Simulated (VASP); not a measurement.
# Ge (P6_3/mmc) in VASP: notebook

Runs on Ge. Level: PBEsol. Tasks: single point.

Program: VASP 6.6.1. These are calculated values, not measurements. Logs are shortened: lines on timing, memory, paths and dates and some standing lists are left out, and cuts for length are marked.

## Step 1: The cell of the first run

Symmetry: P6_3/mmc, No. 194, hexagonal system. The conventional cell has a = 4.004 Å, b = 4.004 Å, c = 13.145 Å, α = 90.00°, β = 90.00°, γ = 120.00°. Within 3.2 Å of Ge (site symmetry 3m) lie 4 Ge at 2.45 Å. Within 3.2 Å of Ge (site symmetry 3m) lie 4 Ge at 2.45 to 2.47 Å.

This isn't the form of Ge at room conditions, which is diamond.

## Step 2: Single point, PBEsol

INCAR

```
SYSTEM = Ge
PREC = Accurate
ENCUT = 520
EDIFF = 1E-7
ISMEAR = 0
SIGMA = 0.15
LREAL = .FALSE.
LASPH = .TRUE.
NELM = 80
ALGO = Normal
ISIF = 2
LWAVE = .FALSE.
LCHARG = .TRUE.
GGA = PS
LELF = .TRUE.
LVHAR = .TRUE.
NBANDS = 66
```

KPOINTS

```
regular mesh
0
G
  11 11 3
  0 0 0
```

POSCAR

```
Ge
1.0
   -2.0020822485     -3.4677081753      0.0000000000
    2.0020822485     -3.4677081753      0.0000000000
    0.0000000000      0.0000000000     13.1450496104
Ge
8
Direct
    0.0000000000      0.0000000000      0.4068073295
    0.0000000000      0.0000000000      0.5931926705
    0.0000000000      0.0000000000      0.9068073295
    0.0000000000      0.0000000000      0.0931926705
    0.6666666667      0.6666666667      0.3441392333
    0.3333333333      0.3333333333      0.6558607667
    0.3333333333      0.3333333333      0.8441392333
    0.6666666667      0.6666666667      0.1558607667
```

Potentials or basis: VASP PAW PBE potentials, release 64 (Ge_d).

Launch:

```
$ cat potpaw_PBE.64/Ge_d/POTCAR > POTCAR
$ mpirun -np 1 vasp_std > vasp.out
```

OUTCAR:

```text
SYSTEM = Ge
   PREC = Accurate
   ENCUT = 520
   EDIFF = 1E-7
   ISMEAR = 0
   LREAL = .FALSE.
   LASPH = .TRUE.
   NELM = 80
   ISIF = 2
   GGA = PS

 ion  position               nearest neighbor table
   1  0.000  0.000  0.407-   2 2.45   5 2.45   5 2.45   5 2.45
   2  0.000  0.000  0.593-   1 2.45   6 2.45   6 2.45   6 2.45
   3  0.000  0.000  0.907-   4 2.45   7 2.45   7 2.45   7 2.45
   4  0.000  0.000  0.093-   3 2.45   8 2.45   8 2.45   8 2.45
   5  0.667  0.667  0.344-   1 2.45   1 2.45   1 2.45   8 2.47
   6  0.333  0.333  0.656-   2 2.45   2 2.45   2 2.45   7 2.47
   7  0.333  0.333  0.844-   3 2.45   3 2.45   3 2.45   6 2.47
   8  0.667  0.667  0.156-   4 2.45   4 2.45   4 2.45   5 2.47

  LATTYP: Found a hexagonal cell.
 ALAT       =     4.0041644970
 C/A-ratio  =     3.2828445536

  Lattice vectors:

 A1 = (  -2.0020822485,   3.4677081753,   0.0000000000)
 A2 = (  -2.0020822485,  -3.4677081753,   0.0000000000)
 A3 = (   0.0000000000,   0.0000000000,  13.1450496104)

Analysis of symmetry for initial positions (statically):
=====================================================================
 Subroutine PRICEL returns:
 Original cell was already a primitive cell.

 Routine SETGRP: Setting up the symmetry group for a
 hexagonal supercell.

 Subroutine GETGRP returns: Found 24 space group operations
 (whereof 12 operations were pure point group operations)
 out of a pool of 24 trial point group operations.

The static configuration has the point symmetry D_3d.
 The point group associated with its full space group is D_6h.

Analysis of symmetry for dynamics (positions and initial velocities):
=====================================================================
 Subroutine PRICEL returns:
 Original cell was already a primitive cell.

 Routine SETGRP: Setting up the symmetry group for a
 hexagonal supercell.

 Subroutine GETGRP returns: Found 24 space group operations
 (whereof 12 operations were pure point group operations)
 out of a pool of 24 trial point group operations.

The dynamic configuration has the point symmetry D_3d.
 The point group associated with its full space group is D_6h.

 Subroutine INISYM returns: Found 24 space group operations
 (whereof 12 operations are pure point group operations),
 and found     1 'primitive' translations

----------------------------------------------------------------------------------------

                                     Primitive cell

  volume of cell :     182.5226

  direct lattice vectors                    reciprocal lattice vectors
    -2.002082248 -3.467708175  0.000000000    -0.249739990 -0.144187450  0.000000000
     2.002082248 -3.467708175  0.000000000     0.249739990 -0.144187450  0.000000000
     0.000000000  0.000000000 13.145049610     0.000000000  0.000000000  0.076074266

  length of vectors
     4.004164497  4.004164497 13.145049610     0.288374900  0.288374900  0.076074266

  position of ions in fractional coordinates (direct lattice)
     0.000000000  0.000000000  0.406807329
     0.000000000  0.000000000  0.593192671
     0.000000000  0.000000000  0.906807329
     0.000000000  0.000000000  0.093192671
     0.666666667  0.666666667  0.344139233
     0.333333333  0.333333333  0.655860767
     0.333333333  0.333333333  0.844139233
     0.666666667  0.666666667  0.155860767

  ion indices of the primitive-cell ions
   primitive index   ion index
                 1           1
                 2           2
                 3           3
                 4           4
                 5           5
                 6           6
                 7           7
                 8           8

----------------------------------------------------------------------------------------

 KPOINTS: regular mesh

Automatic generation of k-mesh.
 Grid dimensions read from file:
 generate k-points for:   11   11    3

 Generating k-lattice:

  Cartesian coordinates                     Fractional coordinates (reciprocal lattice)
    -0.022703635 -0.013107950  0.000000000     0.090909091  0.000000000  0.000000000
     0.022703635 -0.013107950  0.000000000     0.000000000  0.090909091  0.000000000
     0.000000000  0.000000000  0.025358089     0.000000000  0.000000000  0.333333333

  Length of vectors
     0.026215900  0.026215900  0.025358089

  Shift w.r.t. Gamma in fractional coordinates (k-lattice)
     0.000000000  0.000000000  0.000000000

 Subroutine IBZKPT returns following result:
 ===========================================

 Found     32 irreducible k-points:

 Following reciprocal coordinates:
            Coordinates               Weight
  0.000000  0.000000  0.000000      1.000000
  0.090909 -0.000000  0.000000      6.000000
  0.181818  0.000000  0.000000      6.000000
  0.272727  0.000000  0.000000      6.000000
  0.363636  0.000000  0.000000      6.000000
  0.454545  0.000000  0.000000      6.000000
[... 16 lines left out ...]
  0.181818  0.090909  0.333333     12.000000
  0.272727  0.090909  0.333333     24.000000
 [... further k-points ...]
   k-points           NKPTS =     32   k-points in BZ     NKDIM =     32   number of bands    NBANDS=     66
   number of dos      NEDOS =    301   number of ions     NIONS =      8
   total plane-waves  NPLWV =  88200
   dimension x,y,z NGX =    30 NGY =   30 NGZ =   98
   dimension x,y,z NGXF=    60 NGYF=   60 NGZF=  196
   ions per type =               8
   NGX,Y,Z   is equivalent  to a cutoff of  12.46, 12.46, 12.39 a.u.
   NGXF,Y,Z  is equivalent  to a cutoff of  24.91, 24.91, 24.79 a.u.
 SYSTEM =  Ge
   PREC   = accura    normal or accurate (medium, high low for compatibility)
   ISTART =      0    job   : 0-new  1-cont  2-samecut
   ICHARG =      2    charge: 1-file 2-atom 10-const
   ISPIN  =      1    spin polarized calculation?
   LNONCOLLINEAR =      F non collinear calculations
   LSORBIT =      F    spin-orbit coupling
   LASPH  =      T    aspherical Exc in radial PAW
   ENCUT  =  520.0 eV  38.22 Ry    6.18 a.u.   7.45  7.45 24.44*2*pi/ulx,y,z
   NELM   =     80;   NELMIN=  2; NELMDL= -5     # of ELM steps
   EDIFF  = 0.1E-06   stopping-criterion for ELM
   LREAL  =      F    real-space projection
   EDIFFG = 0.1E-05   stopping-criterion for IOM
   NSW    =      0    number of steps for IOM
   IBRION =     -1    ionic relax: 0-MD 1-quasi-New 2-CG
   NFREE  =      0    steps in history (QN), initial steepest desc. (CG)
   ISIF   =      2    stress and relaxation
   ISYM   =      2    0-nonsym 1-usesym 2-fastsym
   POTIM  = 0.5000    time-step for ionic-motion
   TEBEG  =    0.0;   TEEND  =   0.0 temperature during run
   PSTRESS=    0.0 pullay stress
   NELECT =     112.0000    total number of electrons
   NUPDOWN=      -1.0000    fix difference up-down
   EMIN   =  10.00;   EMAX   =-10.00  energy-range for DOS
   EFERMI =   0.00;   METHOD = LEGACY
   ISMEAR =     0;   SIGMA  =   0.15  broadening in eV -4-tet -1-fermi 0-gaus
   EFERMI_NEDOS =   21; number of points for ismear=-14 and -15
   IALGO  =     38    algorithm
   IMIX   =      4    mixing-type and parameters
     AMIX     =   0.40;   BMIX     =  1.00
     AMIX_MAG =   1.60;   BMIX_MAG =  1.00
  volume/ion in A,a.u.               =      22.82       153.97
  Fermi-wavevector in a.u.,A,eV,Ry     =   1.391154  2.628900 26.331492  1.935310
  Thomas-Fermi vector in A             =   2.515021
   LORBIT       =      0    0 simple, 1 ext, 2 COOP (PROOUT), +10 PAW based schemes
   GGA     = PS    functional components
   LHFCALC =     F    Hartree Fock is set to
   AEXX    =    0.0000 exact exchange contribution
   IVDW    =     0    specifies the selected vdW correction
   LEPSILON=     F    determine dielectric tensor
   LRPA    =     F    only Hartree local field effects (RPA)
 non-spin polarized calculation
 Gauss-broadening in eV      SIGMA  =   0.15
  energy-cutoff  :      520.00
  volume of cell :      182.52
 maximum number of plane-waves:      4987
 NGX is ok and might be reduce to    30
   NGX = 15   NGY = 15   NGZ = 49

 number of electron     112.0000146 magnetization

 Free energy of the ion-electron system (eV)
  ---------------------------------------------------
  ext. energy  EPLUGINS =         0.00000000
  ---------------------------------------------------
  free energy    TOTEN  =       -39.44002230 eV

  energy without entropy =      -39.43721515  energy(sigma->0) =      -39.43861872

 E-fermi :   4.8356     XC(G=0): -10.0901

 val. band max:        4.8182301484   @ k =   0.0000   0.0000   0.0000
 cond. band min:       4.8573023729   @ k =   0.0000   0.0000   0.3333
 fundamental gap:      0.0390722245
 Fermi energy:         4.8356117262

 k-point     1 :       0.0000    0.0000    0.0000
  band No.  band energies     occupation
      1     -20.0014      2.00000
      2     -20.0014      2.00000
      3     -19.9923      2.00000
      4     -19.9923      2.00000
      5     -19.9881      2.00000
      6     -19.9881      2.00000
[... 58 lines left out ...]
     65       8.0102      0.00000
     66       8.5598      0.00000

 k-point     2 :       0.0909   -0.0000    0.0000
  band No.  band energies     occupation
      1     -20.0080      2.00000
      2     -20.0035      2.00000
      3     -19.9943      2.00000
      4     -19.9938      2.00000
      5     -19.9928      2.00000
      6     -19.9901      2.00000
[... 58 lines left out ...]
     65       8.3290      0.00000
     66       8.3715      0.00000

 k-point     3 :       0.1818    0.0000    0.0000
  band No.  band energies     occupation
      1     -20.0179      2.00000
      2     -20.0073      2.00000
      3     -19.9997      2.00000
      4     -19.9980      2.00000
      5     -19.9976      2.00000
      6     -19.9941      2.00000
[... 1438 lines left out ...]
     65       8.5090      0.00000
     66       8.5986      0.00000

 k-point    24 :       0.2727    0.0909    0.3333
  band No.  band energies     occupation
      1     -20.0189      2.00000
      2     -20.0113      2.00000
      3     -20.0100      2.00000
      4     -20.0068      2.00000
      5     -19.9947      2.00000
      6     -19.9900      2.00000
[... 58 lines left out ...]
     65       8.9116      0.00000
     66       9.0579      0.00000

 [... further k-points ...]

------------------------ aborting loop because EDIFF is reached ----------------------------------------

  FORCE on cell =-STRESS in cart. coord.  units (eV):
  Direction    XX          YY          ZZ          XY          YZ          ZX
  --------------------------------------------------------------------------------------
  -------------------------------------------------------------------------------------
  Total       -0.0728360     -0.0728360     -0.1247512     -0.0000000      0.0000000      0.0000000
  in kB       -0.6393519     -0.6393519     -1.0950618     -0.0000000      0.0000000      0.0000000
  external PRESSURE =      -0.7912552 kB  Pullay stress =       0.0000000 kB

 VOLUME and BASIS-vectors are now :
 -----------------------------------------------------------------------------
  energy-cutoff  :      520.00
  volume of cell :      182.52
      direct lattice vectors                 reciprocal lattice vectors
    -2.002082248 -3.467708175  0.000000000    -0.249739990 -0.144187450  0.000000000
     2.002082248 -3.467708175  0.000000000     0.249739990 -0.144187450  0.000000000
     0.000000000  0.000000000 13.145049610     0.000000000  0.000000000  0.076074266

 POSITION                                       TOTAL-FORCE (eV/Angst)
 -----------------------------------------------------------------------------------
      0.00000      0.00000      5.34750         0.000000      0.000000     -0.001030
      0.00000      0.00000      7.79755         0.000000      0.000000      0.001030
      0.00000      0.00000     11.92003        -0.000000      0.000000     -0.001030
      0.00000      0.00000      1.22502         0.000000      0.000000      0.001030
      0.00000     -4.62361      4.52373        -0.000000     -0.000000      0.000423
      0.00000     -2.31181      8.62132        -0.000000      0.000000     -0.000423
      0.00000     -2.31181     11.09625         0.000000      0.000000      0.000423
      0.00000     -4.62361      2.04880         0.000000     -0.000000     -0.000423
 -----------------------------------------------------------------------------------
    total drift:                               -0.000000     -0.000000      0.000000

  FREE ENERGIE OF THE ION-ELECTRON SYSTEM (eV)
  ---------------------------------------------------
  free  energy   TOTEN  =       -39.4400222956 eV

  energy  without entropy=      -39.4372151521  energy(sigma->0) =      -39.43861872
```

Run time: 3.7 min. Hardware: 1 thread of AMD EPYC 9R45 (Zen 5), shared host; peak memory 0.4 GiB.

What came out:

- Free energy: -39.4400 eV
- Pressure: -0.1 GPa
- Band gap on the k mesh: 0.04 eV (least direct gap 0.05 eV)

Levels at points of the mesh, in eV from the valence-band top:
```
           k point  band 54  band 55  band 56  band 57  band 58  band 59
(0.00, 0.00, 0.00)    -0.12    -0.06     0.00     0.05     0.05     0.46
```

Caveat: the PAW data sets were made with another functional, which shifts forces and pressure a little; an odd mesh through Γ misses points on the zone boundary, where band edges can lie.

[end of part 1 of 2]
